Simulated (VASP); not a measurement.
## BaTiO3: single point with PBE

BaTiO3:

```
Ba Ti O
1.0
     4.13983    0.00000    0.00000
     0.00000    4.13983    0.00000
     0.00000    0.00000    3.94690
Ba Ti O
1 1 3
Cartesian
  2.0699 2.0699 1.9735
  0.0000 0.0000 0.0000
  2.0699 0.0000 0.0000
  0.0000 2.0699 0.0000
  0.0000 0.0000 1.9735
```

This cell differs from its parent crystal: biaxial strain in the a-b plane: +3.0 %.

```
Program             : VASP 6.6.1
Task                : single point
Functional          : PBE
Potentials or basis : VASP PAW PBE potentials, release 64 (Ba_sv, Ti_sv, O)
Cutoff              : 520 eV
k mesh              : 8 × 8 × 8
Occupations         : gaussian, width 0.02 eV
Spin                : no spin polarisation
```

```yaml
Pressure: -4.1 GPa
Band_gap_on_the_k_mesh: 1.55 eV (least direct gap 1.74 eV)
```

Stress tensor (GPa, compression positive):
```
-6.76  0.00  0.00
 0.00 -6.76  0.00
 0.00  0.00  1.09
```

Levels at points of the mesh, in eV from the valence-band top:
| k point | band 17 | band 18 | band 19 | band 20 | band 21 | band 22 | band 23 | band 24 |
| --- | --- | --- | --- | --- | --- | --- | --- | --- |
| (0.00, 0.00, 0.00) | -0.93 | -0.24 | -0.24 | -0.20 | 1.55 | 1.63 | 1.63 | 3.36 |
| (0.50, 0.00, 0.00) | -1.64 | -1.62 | -0.76 | -0.71 | 1.75 | 3.06 | 3.08 | 3.57 |
| (0.50, 0.50, 0.00) | -1.80 | -1.19 | -1.19 | -0.21 | 3.08 | 3.08 | 3.43 | 4.59 |
| (0.00, 0.00, 0.50) | -1.83 | -1.81 | -0.77 | -0.77 | 1.72 | 3.36 | 3.45 | 3.45 |
| (0.50, 0.00, 0.50) | -1.75 | -0.82 | -0.81 | -0.11 | 3.07 | 3.45 | 3.70 | 4.14 |
| (0.50, 0.50, 0.50) | -2.17 | -0.10 | 0.00 | 0.00 | 3.66 | 3.90 | 3.90 | 6.31 |

Run time: 3.4 min on 1 thread of Intel Xeon 8259CL, on a shared host, peak memory 0.28 GiB.

Caveat: the cell differs from its parent crystal (biaxial strain in the a-b plane: +3.0 %); the cell stands under tension; spin-orbit coupling is left out, which moves the levels of the heavy elements. A k mesh can miss the band edges.
